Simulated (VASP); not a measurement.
# BN (zinc blende) (F-43m) in VASP: notebook, part 2 of 2

VASP 6.6.1. Earlier steps stand in the parts before.

## (3) Vibrations by perturbation theory, PBEsol

This run uses another cell than the first one, of 5.91 Å³/atom, 1.042 times its volume.

File INCAR:

```
ALGO = Normal
EDIFF = 1E-8
ENCUT = 600
GGA = PS
GGA_COMPAT = F
IBRION = 8
ISIF = 2
ISMEAR = 0
LASPH = T
LCHARG = F
LREAL = F
LWAVE = F
NBANDS = 11
NELM = 120
NSW = 1
PREC = Accurate
SIGMA = 0.01
```

File KPOINTS:

```
k-points
0
Gamma
  10 10 10
```

File POSCAR:

```
BN
1.0
    0.0000000000      1.8076000000      1.8076000000
    1.8076000000      0.0000000000      1.8076000000
    1.8076000000      1.8076000000      0.0000000000
B N
1 1
Direct
    0.0000000000      0.0000000000      0.0000000000
    0.2500000000      0.2500000000      0.2500000000
```

Potentials or basis: VASP PAW PBE potentials, release 64 (B, N).

Command:

```sh
$ cat potpaw_PBE.64/B/POTCAR potpaw_PBE.64/N/POTCAR > POTCAR
$ mpirun -np 1 vasp_std > vasp.out
```

OUTCAR:

```text
EDIFF = 1E-8
   ENCUT = 600
   GGA = PS
   IBRION = 8
   ISIF = 2
   ISMEAR = 0
   LASPH = T
   LREAL = F
   NELM = 120
   NSW = 1
   PREC = Accurate

 ion  position               nearest neighbor table
   1  0.000  0.000  0.000-   2 1.57   2 1.57   2 1.57   2 1.57
   2  0.250  0.250  0.250-   1 1.57   1 1.57   1 1.57   1 1.57

  LATTYP: Found a face centered cubic cell.
 ALAT       =     3.6152000000

  Lattice vectors:

 A1 = (   0.0000000000,   1.8076000000,   1.8076000000)
 A2 = (   1.8076000000,   0.0000000000,   1.8076000000)
[... 589 lines left out ...]
               1X          1Y          1Z          2X          2Y          2Z
  1X   -24.264191    0.000000    0.000000   24.264191    0.000000    0.000000
  1Y     0.000000  -24.264191    0.000000    0.000000   24.264191    0.000000
  1Z     0.000000    0.000000  -24.264191    0.000000    0.000000   24.264191
  2X    24.268359    0.000000    0.000000  -24.268359    0.000000    0.000000
  2Y     0.000000   24.268359    0.000000    0.000000  -24.268359    0.000000
  2Z     0.000000    0.000000   24.268359    0.000000    0.000000  -24.268359

 Eigenvectors and eigenvalues of the dynamical matrix
 ----------------------------------------------------

   1 f  =   31.179440 THz   195.906199 2PiTHz 1040.034170 cm-1   128.947745 meV
             X         Y         Z           dx          dy          dz
      0.000000  0.000000  0.000000     0.751160   -0.000000    0.000000
      0.903800  0.903800  0.903800    -0.660120    0.000000    0.000000
[... 21 lines left out ...]
   6 f/i=    0.001328 THz     0.008342 2PiTHz    0.044286 cm-1     0.005491 meV
             X         Y         Z           dx          dy          dz
      0.000000  0.000000  0.000000     0.603935    0.204116    0.171343
      0.903800  0.903800  0.903800     0.687226    0.232266    0.194973

--------------------------------------------------------------------------------------------------------

 ELASTIC MODULI CONTR FROM IONIC RELAXATION (kBar)
 Direction    XX          YY          ZZ          XY          YZ          ZX
 --------------------------------------------------------------------------------
 XX          -0.0000     -0.0000     -0.0000      0.0000      0.0000     -0.0000
 YY          -0.0000     -0.0000     -0.0000      0.0000      0.0000      0.0000
 ZZ          -0.0000     -0.0000     -0.0000     -0.0000      0.0000     -0.0000
 XY           0.0000      0.0000     -0.0000    -24.0781     -0.0000     -0.0000
 YZ           0.0000      0.0000      0.0000     -0.0000    -24.0781      0.0000
 ZX          -0.0000      0.0000     -0.0000     -0.0000      0.0000    -24.0781
 --------------------------------------------------------------------------------
```

OSZICAR:

```text
N       E                     dE             d eps       ncg     rms          rms(c)
DAV:   1     0.133655093586E+02    0.13366E+02   -0.53460E+03  1066   0.813E+02
DAV:   2    -0.186586442148E+02   -0.32024E+02   -0.30883E+02  1234   0.188E+02
DAV:   3    -0.192945162104E+02   -0.63587E+00   -0.63446E+00  1253   0.221E+01
DAV:   4    -0.192954162382E+02   -0.90003E-03   -0.90001E-03  1109   0.892E-01
[... 33 lines left out ...]
RMM:   4    -0.229106090784E+00   -0.19391E-02   -0.28312E-04  5482   0.135E-01    0.227E-02
RMM:   5    -0.229150216152E+00   -0.44125E-04   -0.16424E-06  6338   0.248E-02    0.116E-03
RMM:   6    -0.229158481534E+00   -0.82654E-05    0.14659E-06  6239   0.122E-03    0.540E-04
RMM:   7    -0.229154768558E+00    0.37130E-05    0.59750E-07  6430   0.483E-04    0.506E-05
RMM:   8    -0.229154761909E+00    0.66491E-08    0.32378E-09  6418   0.296E-05    0.246E-05
 Linear response finished
```

Wall time 38 s (1 thread of Intel Xeon 6975P-C, shared host); peak memory 0.17 GiB.

Results:

| Property | Result |
| --- | --- |
| Highest phonon frequency at Γ, LO-TO splitting left out | 1040 cm⁻¹ |

Phonon frequencies in cm⁻¹ (negative: imaginary):
```tsv
q point	frequencies
(0.000, 0.000, 0.000)	0 0 0 1040 1040 1040
```

Caveat: the cell wasn't relaxed at this level first, which shifts response properties; the PAW data sets were made with another functional, which shifts forces and pressure a little.

## (4) Vibrations by perturbation theory, PBEsol

This run uses another cell than the first one, of 6.08 Å³/atom, 1.073 times its volume.

File INCAR:

```
PREC = Accurate ; ENCUT = 600
EDIFF = 1E-8 ; ISMEAR = 0
SIGMA = 0.01 ; LREAL = False
LASPH = True ; NELM = 120
ALGO = Normal ; ISIF = 2
LWAVE = False ; LCHARG = False
GGA = PS ; IBRION = 8
NSW = 1 ; GGA_COMPAT = False
```

File KPOINTS:

```
Automatic mesh
0
Gamma
  10 10 10
```

File POSCAR:

```
BN
1.0
    0.0000000000      1.8254981937      1.8254981937
    1.8254981937      0.0000000000      1.8254981937
    1.8254981937      1.8254981937      0.0000000000
B N
1 1
Direct
    0.0000000000      0.0000000000      0.0000000000
    0.2500000000      0.2500000000      0.2500000000
```

Potentials or basis: VASP PAW PBE potentials, release 64 (B, N).

Command:

```sh
$ cat potpaw_PBE.64/B/POTCAR potpaw_PBE.64/N/POTCAR > POTCAR
$ mpirun -np 1 vasp_std > vasp.out
```

OUTCAR:

```text
PREC = Accurate
   ENCUT = 600
   EDIFF = 1E-8
   ISMEAR = 0
   LREAL = False
   LASPH = True
   NELM = 120
   ISIF = 2
   GGA = PS
   IBRION = 8
   NSW = 1

 ion  position               nearest neighbor table
   1  0.000  0.000  0.000-   2 1.58   2 1.58   2 1.58   2 1.58
   2  0.250  0.250  0.250-   1 1.58   1 1.58   1 1.58   1 1.58

  LATTYP: Found a face centered cubic cell.
 ALAT       =     3.6509963874

  Lattice vectors:

[... 519 lines left out ...]
 ------------------------------------
               1X          1Y          1Z          2X          2Y          2Z
  1X   -22.557140    0.000000    0.000000   22.557140    0.000000    0.000000
  1Y     0.000000  -22.557140    0.000000    0.000000   22.557140    0.000000
  1Z     0.000000    0.000000  -22.557140    0.000000    0.000000   22.557140
  2X    22.560520    0.000000    0.000000  -22.560520    0.000000    0.000000
  2Y     0.000000   22.560520    0.000000    0.000000  -22.560520    0.000000
  2Z     0.000000    0.000000   22.560520    0.000000    0.000000  -22.560520

 Eigenvectors and eigenvalues of the dynamical matrix
 ----------------------------------------------------

   1 f  =   30.062517 THz   188.888367 2PiTHz 1002.777638 cm-1   124.328526 meV
             X         Y         Z           dx          dy          dz
      0.000000  0.000000  0.000000     0.000000    0.751163   -0.000000
      0.912749  0.912749  0.912749    -0.000000   -0.660116   -0.000000
[... 21 lines left out ...]
   6 f/i=    0.001117 THz     0.007016 2PiTHz    0.037247 cm-1     0.004618 meV
             X         Y         Z           dx          dy          dz
      0.000000  0.000000  0.000000     0.647560   -0.119830   -0.045387
      0.912749  0.912749  0.912749     0.736876   -0.136357   -0.051647

--------------------------------------------------------------------------------------------------------

 ELASTIC MODULI CONTR FROM IONIC RELAXATION (kBar)
 Direction    XX          YY          ZZ          XY          YZ          ZX
 --------------------------------------------------------------------------------
 XX          -0.0000      0.0000      0.0000      0.0000     -0.0000     -0.0000
 YY           0.0000     -0.0000      0.0000      0.0000      0.0000      0.0000
 ZZ           0.0000      0.0000     -0.0000     -0.0000      0.0000     -0.0000
 XY           0.0000      0.0000     -0.0000     -2.5880     -0.0000     -0.0000
 YZ          -0.0000      0.0000      0.0000     -0.0000     -2.5880      0.0000
 ZX          -0.0000      0.0000     -0.0000     -0.0000      0.0000     -2.5880
 --------------------------------------------------------------------------------
```

OSZICAR:

```text
N       E                     dE             d eps       ncg     rms          rms(c)
DAV:   1     0.148037757700E+02    0.14804E+02   -0.55513E+03   752   0.110E+03
DAV:   2    -0.189379758786E+02   -0.33742E+02   -0.31624E+02  1040   0.199E+02
DAV:   3    -0.192331409909E+02   -0.29517E+00   -0.29517E+00   856   0.222E+01
DAV:   4    -0.192334243360E+02   -0.28335E-03   -0.28335E-03  1016   0.647E-01
[... 36 lines left out ...]
RMM:   6    -0.228563372726E+00   -0.11589E-04   -0.16771E-07  4316   0.297E-03    0.508E-04
RMM:   7    -0.228558222561E+00    0.51502E-05    0.59113E-08  4559   0.730E-04    0.623E-05
RMM:   8    -0.228558709355E+00   -0.48679E-06    0.47185E-09  4216   0.844E-05    0.281E-05
RMM:   9    -0.228558616975E+00    0.92380E-07   -0.50178E-09  4719   0.398E-05    0.195E-06
RMM:  10    -0.228558612459E+00    0.45164E-08   -0.27199E-10  4061   0.309E-06    0.751E-07
 Linear response finished
```

stdout:

```text
POSCAR found type information on POSCAR B N
 POSCAR found :  2 types and       2 ions
 scaLAPACK will be used
 -----------------------------------------------------------------------------
|                                                                             |
|                                                                             |
|     You enforced a specific xc type in the INCAR file but a different       |
|     I HOPE YOU KNOW WHAT YOU ARE DOING!                                     |
|                                                                             |
 -----------------------------------------------------------------------------

 LDA part: xc-table for (Slater+PW92), standard interpolation
 POSCAR, INCAR and KPOINTS ok, starting setup
 FFT: planning ... GRIDC
 FFT: planning ... GRID_SOFT
 FFT: planning ... GRID
 WAVECAR not read
 entering main loop
 Linear response reoptimize wavefunctions to high precision
 Linear response DOF=           2
 Linear response progress:
 first order change of Fermi-energy   0.30988E-04
 force on displaced ion       1 direction 1 : -22.557   0.000   0.000
 Linear response progress:
 first order change of Fermi-energy   0.29039E-03
 force on displaced ion       2 direction 1 : -22.561  -0.000  -0.000
 Linear response finished
```

It took 38 s on 1 thread of Intel Xeon 6975P-C, shared host; peak memory 0.18 GiB.

Results:

| Property | Result |
| --- | --- |
| Highest phonon frequency at Γ, LO-TO splitting left out | 1003 cm⁻¹ |

Phonon frequencies in cm⁻¹ (negative: imaginary):
```csv
q point,frequencies
"(0.000, 0.000, 0.000)",0 0 0 1003 1003 1003
```

Caveat: the cell wasn't relaxed at this level first, which shifts response properties; the PAW data sets were made with another functional, which shifts forces and pressure a little.
